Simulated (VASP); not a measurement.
Bi:

```
Bi
1.0
     2.26225    1.30611    3.88261
    -2.26225    1.30611    3.88261
     0.00000   -2.61222    3.88261
Bi
2
Cartesian
  0.0000 0.0000 2.7585
  0.0000 0.0000 8.8893
```

Base run:

```yaml
Program: VASP 6.6.1
Functional: r2SCAN
Potentials_or_basis: VASP PAW PBE potentials, release 64 (Bi_d)
Cutoff: 520 eV
k_mesh: 7 × 7 × 7
Occupations: fermi-dirac, width 0.05 eV
Spin: no spin polarisation
```

Its results: pressure 1.4 GPa; largest force 0.156 eV/Å.

**Question.** The run is repeated on the same cell with these changes: functional from r2SCAN to PBEsol. What comes out?

**Answer.** Pressure -0.2 GPa; largest force 0.028 eV/Å.

Caveats: the PAW data sets were made with another functional, which shifts forces and pressure a little.
